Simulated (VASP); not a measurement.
# Bi4Te3 (R-3m) in VASP: notebook

The runs below take Bi4Te3 through single point, with PBE.

Everything below comes from runs of VASP 6.6.1. Logs are shortened: lines on timing, memory, paths and dates and some standing lists are left out, and cuts for length are marked.

## 1. The cell of the first run

Symmetry: R-3m, No. 166, trigonal system. The conventional cell has a = 4.451 Å, b = 4.451 Å, c = 41.888 Å, α = 90.00°, β = 90.00°, γ = 120.00°. Within 4.1 Å of Bi (site symmetry 3m) lie 6 Te at 3.12 to 3.33 Å. Within 4.1 Å of Bi (site symmetry 3m) lie 3 Bi at 3.10 Å and 3 Te at 3.40 Å. Te (site symmetry -3m) has 6 Bi at 3.33 Å and 12 Te at 4.45 to 4.66 Å within 4.7 Å. Within 4.1 Å of Te (site symmetry 3m) lie 6 Bi at 3.12 to 3.40 Å.

## 2. Single point, PBE

File INCAR:

```
PREC = Accurate
ENCUT = 520
EDIFF = 1E-6
ISMEAR = 0
SIGMA = 0.1
LREAL = F
LASPH = T
NELM = 100
ALGO = Normal
ISIF = 2
LWAVE = F
LCHARG = F
GGA = PE
NBANDS = 48
```

File KPOINTS:

```
Automatic mesh
0
Gamma
  6 6 6
```

File POSCAR:

```
Bi4Te3
1.0
    2.2255001500      1.2848931100     13.9626703300
   -2.2255001500      1.2848931100     13.9626703300
    0.0000000000     -2.5697862200     13.9626703300
Bi Te
4 3
Direct
    0.7171666600      0.7171666600      0.7171666600
    0.2828333400      0.2828333400      0.2828333400
    0.1460000000      0.1460000000      0.1460000000
    0.8540000000      0.8540000000      0.8540000000
    0.0000000000      0.0000000000      0.0000000000
    0.4260333500      0.4260333500      0.4260333500
    0.5739666500      0.5739666500      0.5739666500
```

Potentials or basis: VASP PAW PBE potentials, release 64 (Bi_d, Te).

The run is started by

```bash
$ cat potpaw_PBE.64/Bi_d/POTCAR potpaw_PBE.64/Te/POTCAR > POTCAR
$ mpirun -np 1 vasp_std > vasp.out
```

OUTCAR:

```text
PREC = Accurate
   ENCUT = 520
   EDIFF = 1E-6
   ISMEAR = 0
   LREAL = F
   LASPH = T
   NELM = 100
   ISIF = 2
   GGA = PE

 ion  position               nearest neighbor table
   1  0.717  0.717  0.717-   6 3.12   6 3.12   6 3.12   5 3.33   5 3.33   5 3.33
   2  0.283  0.283  0.283-   7 3.12   7 3.12   7 3.12   5 3.33   5 3.33   5 3.33
   3  0.146  0.146  0.146-   4 3.10   4 3.10   4 3.10   6 3.40   6 3.40   6 3.40
   4  0.854  0.854  0.854-   3 3.10   3 3.10   3 3.10   7 3.40   7 3.40   7 3.40
   5  0.000  0.000  0.000-   1 3.33   2 3.33   1 3.33   1 3.33   2 3.33   2 3.33
   6  0.426  0.426  0.426-   1 3.12   1 3.12   1 3.12   3 3.40   3 3.40   3 3.40
   7  0.574  0.574  0.574-   2 3.12   2 3.12   2 3.12   4 3.40   4 3.40   4 3.40

  LATTYP: Found a trigonal (rhomboedric) cell.
 ALAT       =    14.1971815501
 COS(alpha) =     0.9508548145

  Lattice vectors:

 A1 = (   2.2255001500,   1.2848931100,  13.9626703300)
 A2 = (  -2.2255001500,   1.2848931100,  13.9626703300)
 A3 = (   0.0000000000,  -2.5697862200,  13.9626703300)

Analysis of symmetry for initial positions (statically):
=====================================================================
 Subroutine PRICEL returns:
 Original cell was already a primitive cell.

 Routine SETGRP: Setting up the symmetry group for a
 trigonal (rhombohedral) supercell.

 Subroutine GETGRP returns: Found 12 space group operations
 (whereof 12 operations were pure point group operations)
 out of a pool of 12 trial point group operations.

The static configuration has the point symmetry D_3d.

Analysis of symmetry for dynamics (positions and initial velocities):
=====================================================================
 Subroutine PRICEL returns:
 Original cell was already a primitive cell.

 Routine SETGRP: Setting up the symmetry group for a
 trigonal (rhombohedral) supercell.

 Subroutine GETGRP returns: Found 12 space group operations
 (whereof 12 operations were pure point group operations)
 out of a pool of 12 trial point group operations.

The dynamic configuration has the point symmetry D_3d.

 Subroutine INISYM returns: Found 12 space group operations
 (whereof 12 operations are pure point group operations),
 and found     1 'primitive' translations

----------------------------------------------------------------------------------------

                                     Primitive cell

  volume of cell :     239.5600

  direct lattice vectors                    reciprocal lattice vectors
     2.225500150  1.284893110 13.962670330     0.224668599  0.129712476  0.023873179
    -2.225500150  1.284893110 13.962670330    -0.224668599  0.129712476  0.023873179
     0.000000000 -2.569786220 13.962670330     0.000000000 -0.259424952  0.023873179

  length of vectors
    14.197181550 14.197181550 14.197181550     0.260521082  0.260521082  0.260521082

  position of ions in fractional coordinates (direct lattice)
     0.717166660  0.717166660  0.717166660
     0.282833340  0.282833340  0.282833340
     0.146000000  0.146000000  0.146000000
     0.854000000  0.854000000  0.854000000
     0.000000000  0.000000000  0.000000000
     0.426033350  0.426033350  0.426033350
     0.573966650  0.573966650  0.573966650

  ion indices of the primitive-cell ions
   primitive index   ion index
                 1           1
                 2           2
                 3           3
                 4           4
                 5           5
                 6           6
                 7           7

----------------------------------------------------------------------------------------

 KPOINTS: Automatic mesh

Automatic generation of k-mesh.
 Grid dimensions read from file:
 generate k-points for:    6    6    6

 Generating k-lattice:

  Cartesian coordinates                     Fractional coordinates (reciprocal lattice)
     0.037444766  0.021618746  0.003978863     0.166666667 -0.000000000  0.000000000
    -0.037444766  0.021618746  0.003978863    -0.000000000  0.166666667  0.000000000
     0.000000000 -0.043237492  0.003978863     0.000000000  0.000000000  0.166666667

  Length of vectors
     0.043420180  0.043420180  0.043420180

  Shift w.r.t. Gamma in fractional coordinates (k-lattice)
     0.000000000  0.000000000  0.000000000

 Subroutine IBZKPT returns following result:
 ===========================================

 Found     32 irreducible k-points:

 Following reciprocal coordinates:
            Coordinates               Weight
  0.000000  0.000000  0.000000      1.000000
  0.166667 -0.000000 -0.000000      6.000000
  0.333333 -0.000000  0.000000      6.000000
  0.500000  0.000000 -0.000000      3.000000
  0.166667  0.166667  0.000000      6.000000
  0.333333  0.166667 -0.000000     12.000000
[... 16 lines left out ...]
  0.500000  0.500000  0.166667      6.000000
 -0.333333  0.500000  0.166667     12.000000
 [... further k-points ...]
   k-points           NKPTS =     32   k-points in BZ     NKDIM =     32   number of bands    NBANDS=     48
   number of dos      NEDOS =    301   number of ions     NIONS =      7
   total plane-waves  NPLWV = ******
   dimension x,y,z NGX =   108 NGY =  108 NGZ =  108
   dimension x,y,z NGXF=   216 NGYF=  216 NGZF=  216
   ions per type =               4   3
   NGX,Y,Z   is equivalent  to a cutoff of  12.65, 12.65, 12.65 a.u.
   NGXF,Y,Z  is equivalent  to a cutoff of  25.29, 25.29, 25.29 a.u.
 SYSTEM =  unknown system
   PREC   = accura    normal or accurate (medium, high low for compatibility)
   ISTART =      0    job   : 0-new  1-cont  2-samecut
   ICHARG =      2    charge: 1-file 2-atom 10-const
   ISPIN  =      1    spin polarized calculation?
   LNONCOLLINEAR =      F non collinear calculations
   LSORBIT =      F    spin-orbit coupling
   LASPH  =      T    aspherical Exc in radial PAW
   ENCUT  =  520.0 eV  38.22 Ry    6.18 a.u.  26.40 26.40 26.40*2*pi/ulx,y,z
   NELM   =    100;   NELMIN=  2; NELMDL= -5     # of ELM steps
   EDIFF  = 0.1E-05   stopping-criterion for ELM
   LREAL  =      F    real-space projection
   EDIFFG = 0.1E-04   stopping-criterion for IOM
   NSW    =      0    number of steps for IOM
   IBRION =     -1    ionic relax: 0-MD 1-quasi-New 2-CG
   NFREE  =      0    steps in history (QN), initial steepest desc. (CG)
   ISIF   =      2    stress and relaxation
   ISYM   =      2    0-nonsym 1-usesym 2-fastsym
   POTIM  = 0.5000    time-step for ionic-motion
   TEBEG  =    0.0;   TEEND  =   0.0 temperature during run
   PSTRESS=    0.0 pullay stress
   NELECT =      78.0000    total number of electrons
   NUPDOWN=      -1.0000    fix difference up-down
   EMIN   =  10.00;   EMAX   =-10.00  energy-range for DOS
   EFERMI =   0.00;   METHOD = LEGACY
   ISMEAR =     0;   SIGMA  =   0.10  broadening in eV -4-tet -1-fermi 0-gaus
   EFERMI_NEDOS =   21; number of points for ismear=-14 and -15
   IALGO  =     38    algorithm
   IMIX   =      4    mixing-type and parameters
     AMIX     =   0.40;   BMIX     =  1.00
     AMIX_MAG =   1.60;   BMIX_MAG =  1.00
  volume/ion in A,a.u.               =      34.22       230.95
  Fermi-wavevector in a.u.,A,eV,Ry     =   1.126250  2.128304 17.258170  1.268440
  Thomas-Fermi vector in A             =   2.262931
   LORBIT       =      0    0 simple, 1 ext, 2 COOP (PROOUT), +10 PAW based schemes
   GGA     = PE    functional components
   LHFCALC =     F    Hartree Fock is set to
   AEXX    =    0.0000 exact exchange contribution
   IVDW    =     0    specifies the selected vdW correction
   LEPSILON=     F    determine dielectric tensor
   LRPA    =     F    only Hartree local field effects (RPA)
 non-spin polarized calculation
 Gauss-broadening in eV      SIGMA  =   0.10
  energy-cutoff  :      520.00
  volume of cell :      239.56
 maximum number of plane-waves:      6472
 NGX is ok and might be reduce to   108
   NGX = 53   NGY = 53   NGZ = 53

 number of electron      78.0000007 magnetization

 Free energy of the ion-electron system (eV)
  ---------------------------------------------------
  ext. energy  EPLUGINS =         0.00000000
  ---------------------------------------------------
  free energy    TOTEN  =       -26.03258995 eV

  energy without entropy =      -26.03119350  energy(sigma->0) =      -26.03189173

 E-fermi :   6.4709     XC(G=0):  -9.4132

 val. band max:        6.3790745472   @ k =   0.3333   0.1667   0.1667
 cond. band min:       6.5437748191   @ k =   0.5000   0.5000  -0.0000
 fundamental gap:      0.1647002719
 Fermi energy:         6.4709424283

 k-point     1 :       0.0000    0.0000    0.0000
  band No.  band energies     occupation
      1     -17.0086      2.00000
      2     -17.0086      2.00000
      3     -17.0079      2.00000
      4     -17.0079      2.00000
      5     -16.9955      2.00000
      6     -16.9946      2.00000
[... 40 lines left out ...]
     47       8.8646      0.00000
     48       8.8646      0.00000

 k-point     2 :       0.1667   -0.0000   -0.0000
  band No.  band energies     occupation
      1     -17.0096      2.00000
      2     -17.0088      2.00000
      3     -17.0058      2.00000
      4     -17.0052      2.00000
      5     -16.9957      2.00000
      6     -16.9949      2.00000
[... 40 lines left out ...]
     47       9.0349      0.00000
     48       9.6502      0.00000

 k-point     3 :       0.3333   -0.0000    0.0000
  band No.  band energies     occupation
      1     -17.0124      2.00000
      2     -17.0113      2.00000
      3     -17.0009      2.00000
      4     -17.0002      2.00000
      5     -16.9988      2.00000
      6     -16.9975      2.00000
[... 1060 lines left out ...]
     47       9.8072      0.00000
     48       9.9254      0.00000

 k-point    24 :      -0.3333    0.5000    0.1667
  band No.  band energies     occupation
      1     -17.0112      2.00000
      2     -17.0102      2.00000
      3     -17.0015      2.00000
      4     -17.0005      2.00000
      5     -16.9988      2.00000
      6     -16.9976      2.00000
[... 40 lines left out ...]
     47      10.0704      0.00000
     48      10.4065      0.00000

 [... further k-points ...]

------------------------ aborting loop because EDIFF is reached ----------------------------------------

  FORCE on cell =-STRESS in cart. coord.  units (eV):
  Direction    XX          YY          ZZ          XY          YZ          ZX
  --------------------------------------------------------------------------------------
  -------------------------------------------------------------------------------------
  Total        1.7425525      1.7425525      0.6565328     -0.0000000      0.0000000      0.0000000
  in kB       11.6541897     11.6541897      4.3908912     -0.0000000      0.0000000      0.0000000
  external PRESSURE =       9.2330902 kB  Pullay stress =       0.0000000 kB

 VOLUME and BASIS-vectors are now :
 -----------------------------------------------------------------------------
  energy-cutoff  :      520.00
  volume of cell :      239.56
      direct lattice vectors                 reciprocal lattice vectors
     2.225500150  1.284893110 13.962670330     0.224668599  0.129712476  0.023873179
    -2.225500150  1.284893110 13.962670330    -0.224668599  0.129712476  0.023873179
     0.000000000 -2.569786220 13.962670330     0.000000000 -0.259424952  0.023873179

 POSITION                                       TOTAL-FORCE (eV/Angst)
 -----------------------------------------------------------------------------------
      0.00000      0.00000     30.04068         0.000000     -0.000000     -0.212116
      0.00000      0.00000     11.84733         0.000000      0.000000      0.212116
      0.00000      0.00000      6.11565         0.000000      0.000000      0.366267
      0.00000      0.00000     35.77236         0.000000      0.000000     -0.366267
      0.00000      0.00000      0.00000         0.000000      0.000000     -0.000000
      0.00000      0.00000     17.84569         0.000000     -0.000000     -0.408266
      0.00000      0.00000     24.04232         0.000000      0.000000      0.408266
 -----------------------------------------------------------------------------------
    total drift:                                0.000000      0.000000     -0.000000

  FREE ENERGIE OF THE ION-ELECTRON SYSTEM (eV)
  ---------------------------------------------------
  free  energy   TOTEN  =       -26.0325899538 eV

  energy  without entropy=      -26.0311935012  energy(sigma->0) =      -26.03189173
```

Run time: 51 min. Hardware: 1 thread of AMD EPYC 9R45 (Zen 5), shared host; peak memory 2 GiB.

What came out:

```
Free energy            : -26.0326 eV
Pressure               : 0.9 GPa
Largest force          : 0.408 eV/Å
Band gap on the k mesh : 0.16 eV (least direct gap 0.33 eV)
```

Forces on the atoms (eV/Å):
```
Bi   0.000  0.000 -0.212
Bi   0.000  0.000  0.212
Bi   0.000  0.000  0.366
Bi   0.000  0.000 -0.366
Te   0.000  0.000  0.000
Te   0.000  0.000 -0.408
Te   0.000  0.000  0.408
```

Stress tensor (GPa, compression positive):
```
1.17 0.00 0.00
0.00 1.17 0.00
0.00 0.00 0.44
```

Levels at points of the mesh, in eV from the valence-band top:
```csv
k point,band 37,band 38,band 39,band 40,band 41,band 42
"(0.00, 0.00, 0.00)",-0.53,-0.53,-0.29,0.72,0.72,0.90
"(0.50, 0.00, 0.00)",-1.49,-1.20,-0.98,0.42,1.29,1.38
"(0.50, 0.50, 0.00)",-2.17,-0.87,-0.34,0.16,0.62,1.86
"(0.50, 0.50, 0.50)",-0.39,-0.39,-0.08,0.32,0.33,0.33
```

Caveat: spin-orbit coupling is left out, which moves the levels of the heavy elements.

[end of part 1 of 2]
